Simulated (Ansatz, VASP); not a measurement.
# LiH: VASP beside Ansatz

```
CELL_PARAMETERS angstrom
0.00000 2.03250 2.03250
2.03250 0.00000 2.03250
2.03250 2.03250 0.00000
ATOMIC_POSITIONS crystal
Li 0.00000 0.00000 0.00000
H 0.50000 0.50000 0.50000
```

Alike in both runs: task single point; functional LDA; k mesh 16 × 16 × 16; occupations fermi-dirac, width 0.03 eV; no spin polarisation.

|  | VASP | Ansatz |
| --- | --- | --- |
| version | VASP 6.6.1 | Ansatz 0.2.0 |
| potentials or method | VASP PAW LDA potentials, release 64 (Li_sv, H), cutoff 520 eV | all-electron LAPW, scalar-relativistic |

|  | VASP | Ansatz | Ansatz less VASP |
| --- | --- | --- | --- |
| gap on the k mesh at the Fermi level (eV) | 2.64 | 2.65 | +0.010 |

LDA's correlation is that of Perdew and Zunger in VASP and of Perdew and Wang (1992) in Ansatz. Ansatz ran all-electron here, and VASP with PAW potentials.

Noted on VASP's run: the cutoff is short for stress, so the pressure is rough.
